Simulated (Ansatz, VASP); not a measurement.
AlO2: VASP beside Ansatz

File INCAR:

```
PREC = Accurate
ENCUT = 600
EDIFF = 1E-6
ISMEAR = 0
SIGMA = 0.1
LREAL = False
LASPH = True
NELM = 100
ALGO = Normal
ISIF = 3
LWAVE = False
LCHARG = False
GGA = PE
IBRION = 2
NSW = 90
EDIFFG = -0.04
```

Contents of KPOINTS:

```
Automatic mesh
0
Gamma
  4 4 6
```

The input POSCAR:

```
AlO2
1.0
    4.3385402732      0.0000000000      0.0000000000
    0.0000000000      4.3385402732      0.0000000000
    0.0000000000      0.0000000000      3.5260213100
Al O
2 4
Direct
    0.0000000000      0.0000000000      0.5000000000
    0.5000000000      0.5000000000      0.0000000000
    0.7500000000      0.2500000000      0.2500000000
    0.2500000000      0.7500000000      0.2500000000
    0.2500000000      0.2500000000      0.7500000000
    0.7500000000      0.7500000000      0.7500000000
```

Input for Ansatz:

```yaml
crystal:
  lattice:
    - [4.3385402732, 0.0, 0.0]
    - [0.0, 4.3385402732, 0.0]
    - [0.0, 0.0, 3.52602131]
  atoms:
    - { symbol: Al, position: [0.0, 0.0, 0.5] }
    - { symbol: Al, position: [0.5, 0.5, 0.0] }
    - { symbol: O, position: [0.75, 0.25, 0.25] }
    - { symbol: O, position: [0.25, 0.75, 0.25] }
    - { symbol: O, position: [0.25, 0.25, 0.75] }
    - { symbol: O, position: [0.75, 0.75, 0.75] }
basis:
  ecutwfc: 420
kpoints:
  mp_grid: { grid: [4, 4, 6] }
hamiltonian:
  xc: pbe
scf:
  occupations: { method: gaussian, width: 0.1 }
  lower_state_search: "off"
output:
  forces: true
  stress: true
  eigenvalues: true
relax:
  adjacent_minimum: "off"
  f_tol: 0.04
  max_steps: 70
  cell: { stress_tol: 0.4 }
```

Alike in both runs: task relaxation of cell and atoms; functional PBE; k mesh 4 × 4 × 6; occupations gaussian, width 0.1 eV; no spin polarisation.

|  | VASP | Ansatz |
| --- | --- | --- |
| version | VASP 6.6.1 | Ansatz 0.2.0 |
| potentials or method | VASP PAW PBE potentials, release 64 (Al, O), cutoff 600 eV | scalar-relativistic, plane waves, PAW |
| valence electrons in the cell | 30 | 30 |

```tsv
	VASP	Ansatz	Ansatz less VASP
gap on the k mesh at the Fermi level, each at its own relaxed structure (eV)	none	none	-
relaxed volume (Å³/atom)	11.06	11.06	0.000
relaxed cell length with the largest relative difference (Å)	4.339	4.339	0.0000
```

A gap of «none» marks a metal or a gap that the smearing closes.

The k mesh is coarse, so the values compare programs but aren't converged. Noted on VASP's run: the relaxation stopped at its first step, so nothing moved.
